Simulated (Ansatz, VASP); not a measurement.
**CuI in VASP and in Ansatz**

Contents of INCAR:

```
PREC = Accurate ; ENCUT = 600
EDIFF = 1E-7 ; ISMEAR = -1
SIGMA = 0.05 ; LREAL = F
LASPH = T ; NELM = 100
ALGO = Normal ; ISIF = 3
LWAVE = F ; LCHARG = F
GGA = PE ; IBRION = 2
NSW = 80 ; EDIFFG = -0.01
```

Contents of KPOINTS:

```
Automatic mesh
0
Gamma
  8 8 8
```

Contents of POSCAR:

```
CuI
1.0
    0.0000000000      3.0315000000      3.0315000000
    3.0315000000      0.0000000000      3.0315000000
    3.0315000000      3.0315000000      0.0000000000
I Cu
1 1
Direct
    0.0000000000      0.0000000000      0.0000000000
    0.7500000000      0.7500000000      0.7500000000
```

The input input.yaml:

```yaml
crystal:
  lattice:
    - [0.0, 3.0315, 3.0315]
    - [3.0315, 0.0, 3.0315]
    - [3.0315, 3.0315, 0.0]
  atoms:
    - { symbol: I, position: [0.0, 0.0, 0.0] }
    - { symbol: Cu, position: [0.75, 0.75, 0.75] }
kpoints:
  mp_grid: { grid: [8, 8, 8] }
scf:
  occupations: { method: fermi_dirac, width: 0.05 }
hamiltonian:
  xc: pbe
  pseudopotentials: { kind: all_electron, lapw: { basis_error: 0.001 } }
output:
  forces: true
  stress: true
relax:
  f_tol: 0.01
  max_steps: 60
  cell: {}
```

Alike in both runs: task relaxation of cell and atoms; functional PBE; k mesh 8 × 8 × 8; occupations fermi-dirac, width 0.05 eV; no spin polarisation.

|  | VASP | Ansatz |
| --- | --- | --- |
| version | VASP 6.6.1 | Ansatz 0.2.0 |
| potentials or method | VASP PAW PBE potentials, release 64 (I, Cu), cutoff 600 eV | all-electron LAPW, scalar-relativistic |

|  | VASP | Ansatz | Ansatz less VASP |
| --- | --- | --- | --- |
| relaxed volume (Å³/atom) | 28.12 | 28.07 | -0.041 |
| relaxed length of the cell vector where the two differ most in proportion (Å) | 4.300 | 4.298 | -0.0021 |

Ansatz ran all-electron here, and VASP with PAW potentials.

Neither program's run includes spin-orbit coupling.
